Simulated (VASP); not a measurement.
Write the native input for VASP 6.6.1 that does the following.

- Task: single point
- Functional: PBE
- Potentials or basis: VASP PAW PBE potentials, release 64 (Lu)
- Cutoff: 520 eV
- k mesh: 15 × 15 × 15
- Occupations: fermi-dirac, width 0.05 eV
- Spin: no spin polarisation
- Dipole correction: no
- Further INCAR settings: ALGO = Normal; EDIFF = 1e-06; NBANDS = 18

The structure of Lu lies in POSCAR:

```
Lu
1.0
   -1.9486533332      1.9486533332      1.9486533332
    1.9486533332     -1.9486533332      1.9486533332
    1.9486533332      1.9486533332     -1.9486533332
Lu
1
Direct
    0.0000000000      0.0000000000      0.0000000000
```

This isn't the form of Lu at room conditions, which is hcp.

The input as run:

INCAR

```
SYSTEM = Lu
ALGO = Normal
EDIFF = 1E-6
ENCUT = 520
GGA = PE
ISIF = 2
ISMEAR = -1
LASPH = .True.
LCHARG = .False.
LREAL = .False.
LWAVE = .False.
NBANDS = 18
NELM = 60
PREC = Accurate
SIGMA = 0.05
```

KPOINTS

```
k-points
0
Gamma
  15 15 15
  0 0 0
```

Potentials or basis: VASP PAW PBE potentials, release 64 (Lu).

Launch:

```sh
$ cat potpaw_PBE.64/Lu/POTCAR > POTCAR
$ mpirun -np 1 vasp_std > vasp.out
```

It gave:

The pressure is 0.1 GPa. The band gap on the k mesh is zero (an odd number of electrons rules out a gap without spin polarisation).

Caveat: spin-orbit coupling is left out, which moves the levels of the heavy elements.

Run time: 77 s on 1 thread of Oxide Virtual Turin-like Processor (shared host), peak memory 0.18 GiB.
